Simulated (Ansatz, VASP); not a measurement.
# BaS: VASP beside Ansatz

File POSCAR:

```
BaS
1.0
    0.0000000000      3.2869518974      3.2869518974
    3.2869518974      0.0000000000      3.2869518974
    3.2869518974      3.2869518974      0.0000000000
Ba S
1 1
Direct
    0.0000000000      0.0000000000      0.0000000000
    0.5000000000      0.5000000000      0.5000000000
```

The input INCAR.step1:

```
SYSTEM = BaS
PREC = Accurate
ENCUT = 520
ISMEAR = 0
SIGMA = 0.01
LREAL = .False.
LASPH = .True.
NELM = 100
NBANDS = 15
GGA = PE
ALGO = Normal
EDIFF = 1E-4
LWAVE = .True.
LCHARG = .False.
```

Contents of INCAR.step2:

```
SYSTEM = BaS
PREC = Accurate
ENCUT = 520
EDIFF = 1E-6
ISMEAR = 0
SIGMA = 0.01
LREAL = .False.
LASPH = .True.
NELM = 100
ALGO = Normal
ISIF = 2
LWAVE = .False.
LCHARG = .True.
METAGGA = R2SCAN
LMIXTAU = .True.
LELF = .True.
LVHAR = .True.
NBANDS = 15
ISTART = 1
```

KPOINTS

```
regular mesh
0
Gamma
  8 8 8
  0 0 0
```

Input for Ansatz:

```yaml
crystal:
  lattice:
    - [0.0, 3.2869518974, 3.2869518974]
    - [3.2869518974, 0.0, 3.2869518974]
    - [3.2869518974, 3.2869518974, 0.0]
  atoms:
    - { symbol: Ba, position: [0.0, 0.0, 0.0] }
    - { symbol: S, position: [0.5, 0.5, 0.5] }
kpoints:
  mp_grid: { grid: [8, 8, 8] }
  band_path:
    path:
      - [0.0, 0.0, 0.0]
      - [0.5, 0.0, 0.5]
      - [0.625, 0.25, 0.625]
      - [0.375, 0.375, 0.75]
      - [0.5, 0.5, 0.5]
      - [0.5, 0.25, 0.75]
    npoints: 1
hamiltonian:
  xc: r2scan
scf:
  occupations: { method: fixed }
  n_extra_bands: 4
output:
  forces: true
  stress: true
  eigenvalues: true
```

Change from the starting cell: hydrostatic strain +2.3%.

Alike in both runs: task single point; functional r2SCAN; k mesh 8 × 8 × 8; no spin polarisation.

|  | VASP | Ansatz |
| --- | --- | --- |
| version | VASP 6.6.1 | Ansatz 0.2.0 |
| potentials or method | VASP PAW PBE potentials, release 64 (Ba_sv, S) | plane waves, PAW |
| plane-wave cutoff (eV) | 520 | 500 |
| occupations | gaussian, width 0.01 eV | fixed |
| valence electrons in the cell | 16 | 16 |

VASP gave:

```
gap on the k mesh at the Fermi level (eV) : 2.59
pressure (GPa)                            : -2.2
```

Question: Which values does Ansatz return?

Answer: gap on the k mesh at the Fermi level (eV): 2.66; pressure (GPa): -2.6.

VASP's potentials were made for PBE, not for r2SCAN.

Spin-orbit coupling is off throughout.
